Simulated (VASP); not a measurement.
Runs of VASP 6.6.1 on Sn. The structure is that of space group I4_1/amd (No. 141), or close to it. The cells are those of the table. 

```tsv
cell	gap on the mesh (eV)	pressure (GPa)
a = 4.552 Å, angles 97.1, 97.1, 138.9°, 2 atoms	none	-2.5
a = 4.329 Å, angles 97.1, 97.1, 138.9°, 2 atoms	none	6.9
a = 4.262 Å, angles 98.1, 98.1, 135.9°, 2 atoms	none	(a)
a = 4.525 Å, angles 96.5, 96.5, 140.8°, 2 atoms	none	(b)
a = 4.427 Å, angles 96.8, 96.8, 139.9°, 2 atoms	none	3.1
```

Alike in all rows: task single point; level r2SCAN; potentials or basis VASP PAW PBE potentials, release 64 (Sn_d); no spin polarisation; k mesh 16 × 16 × 16; cutoff (eV) 520; smearing gaussian 0.15 eV.

Task: Estimate the missing entries.

Result: (a) 7.3; (b) 0.3.

Caveats: the PAW data sets were made with another functional, which shifts forces and pressure a little; spin-orbit coupling is left out, which moves the levels of the heavy elements; the cell stands under pressure (at least some runs).

A k mesh can miss the band edges, and the runs leave out spin-orbit coupling on Sn.

A gap of «none» marks levels without a gap at the run's occupations.
